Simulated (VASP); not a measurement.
Here is a VASP 6.6.1 calculation.

The input INCAR:

```
PREC = Accurate
ENCUT = 520
EDIFF = 1E-7
ISMEAR = 0
SIGMA = 0.02
LREAL = F
LASPH = T
NELM = 150
ALGO = Normal
ISIF = 2
LWAVE = F
LCHARG = T
LMAXMIX = 4
LDAU = T
LDAUTYPE = 2
LDAUL = -1 2 -1
LDAUU = 0 4 0
LDAUJ = 0 0 0
LDAUPRINT = 1
GGA = PE
LELF = T
LVHAR = T
NBANDS = 59
```

KPOINTS

```
Automatic mesh
0
Gamma
  8 8 4
```

Contents of POSCAR:

```
HfTi3O8
1.0
    3.8583085697      0.0000000000      0.0000000000
    0.0000000000      3.8583085697      0.0000000000
    0.0000000000      0.0000000000      9.9374758575
Hf Ti O
1 3 8
Direct
    0.5000000000      0.5000000000      0.5000000000
    0.0000000000      0.0000000000      0.0000000000
    0.0000000000      0.5000000000      0.2376632009
    0.5000000000      0.0000000000      0.7623367991
    0.0000000000      0.0000000000      0.1993983023
    0.5000000000      0.5000000000      0.7200128234
    0.0000000000      0.5000000000      0.4399686341
    0.5000000000      0.0000000000      0.9608796563
    0.0000000000      0.5000000000      0.0391203437
    0.5000000000      0.0000000000      0.5600313659
    0.0000000000      0.0000000000      0.8006016977
    0.5000000000      0.5000000000      0.2799871766
```

Potentials or basis: VASP PAW PBE potentials, release 64 (Hf_pv, Ti_sv, O).

Run with:

```bash
$ cat potpaw_PBE.64/Hf_pv/POTCAR potpaw_PBE.64/Ti_sv/POTCAR potpaw_PBE.64/O/POTCAR > POTCAR
$ mpirun -np 1 vasp_std > vasp.out
```

Q: Predict the pressure.

A: 4.4 GPa.

Q: What does it give for the largest force?

A: 0.326 eV/Å.

Q: Estimate the band gap on the k mesh.

A: 2.62 eV (least direct gap 2.77 eV).

Stress tensor (GPa, compression positive):
```
4.63 0.00 0.00
0.00 4.63 0.00
0.00 0.00 4.07
```

Caveat: the cell stands under pressure; spin-orbit coupling is left out, which moves the levels of the heavy elements. A k mesh can miss the band edges.
